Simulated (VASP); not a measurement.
Zn15InS16 (a cell with a defect) (Wurtzite-2H), 32 atoms in the cell. The cell holds a defect, 32 atoms: a = 7.622 Å, b = 7.622 Å, c = 12.468 Å, α = 90.00°, β = 90.00°, γ = 120.00°. 

* Program: VASP 6.6.1
* Task: single point
* Functional: PBE
* Potentials or basis: VASP PAW PBE potentials, release 64 (In_d, Zn, S)
* Cutoff: 520 eV
* k mesh: 3 × 3 × 2
* Occupations: fermi-dirac, width 0.01 eV
* Spin: no spin polarisation
* Dipole correction: no
* Charge: 1
* Further INCAR settings: LREAL = Auto; ALGO = Normal; EDIFF = 1e-06; NBANDS = 166; NELECT = 288.0

Potentials or basis: VASP PAW PBE potentials, release 64 (In_d, Zn, S).

The run is started by

```bash
$ cat potpaw_PBE.64/In_d/POTCAR potpaw_PBE.64/Zn/POTCAR potpaw_PBE.64/S/POTCAR > POTCAR
$ mpirun -np 1 vasp_std > vasp.out
```

Hardware: 1 thread of Intel(R) Xeon(R) Platinum 8488C (Sapphire Rapids) (shared host).

How long does it take, and how much memory?

Run time: 25 min on 1 thread of Intel(R) Xeon(R) Platinum 8488C (Sapphire Rapids), with other jobs on the host, peak memory 0.92 GiB. Counts: scf iterations 18, k points 6.
